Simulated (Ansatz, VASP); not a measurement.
Given: the input of a run of Ansatz 0.2.0 on Sb.

Contents of input.yaml:

```yaml
crystal:
  lattice:
    - [0.0, 2.3712425216, 2.3712425216]
    - [2.3712425216, 0.0, 2.3712425216]
    - [2.3712425216, 2.3712425216, 0.0]
  atoms:
    - { symbol: Sb, position: [0.0, 0.0, 0.0] }
kpoints:
  mp_grid: { grid: [8, 8, 8] }
scf:
  occupations: { method: fermi_dirac, width: 0.05 }
hamiltonian:
  xc: pbesol
  pseudopotentials: { kind: all_electron, datasets: crystal }
output:
  forces: true
  stress: true
  eigenvalues: true
```

Potentials or basis: all-electron PAW datasets made for the crystal.

Launch:

```bash
$ ansatz run input.yaml --threads 2 --pin off --max-ram 8192MiB --backend cpu --events-out ev --progress --plain --runs-dir out
```

Task: Translate it to VASP 6.6.1. Potentials there: VASP PAW PBE potentials, release 64 (Sb).

Result: As run (the cutoff follows the program's own potentials):

INCAR

```
SYSTEM = Sb
PREC = Accurate ; ENCUT = 520
EDIFF = 1E-6 ; ISMEAR = -1
SIGMA = 0.05 ; LREAL = .FALSE.
LASPH = .TRUE. ; NELM = 100
ALGO = Normal ; ISIF = 2
LWAVE = .FALSE. ; LCHARG = .FALSE.
GGA = PS ; NBANDS = 8
```

KPOINTS

```
Automatic mesh
0
G
  8 8 8
  0 0 0
```

POSCAR

```
Sb
1.0
    0.0000000000      2.3712425216      2.3712425216
    2.3712425216      0.0000000000      2.3712425216
    2.3712425216      2.3712425216      0.0000000000
Sb
1
Direct
    0.0000000000      0.0000000000      0.0000000000
```

Potentials or basis: VASP PAW PBE potentials, release 64 (Sb).

Launch:

```console
$ cat potpaw_PBE.64/Sb/POTCAR > POTCAR
$ mpirun -np 1 vasp_std > vasp.out
```

Both were run:

|  | VASP | Ansatz | Ansatz less VASP |
| --- | --- | --- | --- |
| gap on the k mesh at the Fermi level (eV) | none | none | - |
| pressure (GPa) | -0.6 | -0.6 | +0.02 |

VASP's potentials were made for PBE, not for PBEsol. A gap of «none» marks a metal or a gap that the smearing closes. Ansatz ran all-electron here, and VASP with PAW potentials.

Spin-orbit coupling is off throughout. Noted on Ansatz's run: the k mesh is thin for a metal, which can move the energy by tens of meV per atom.
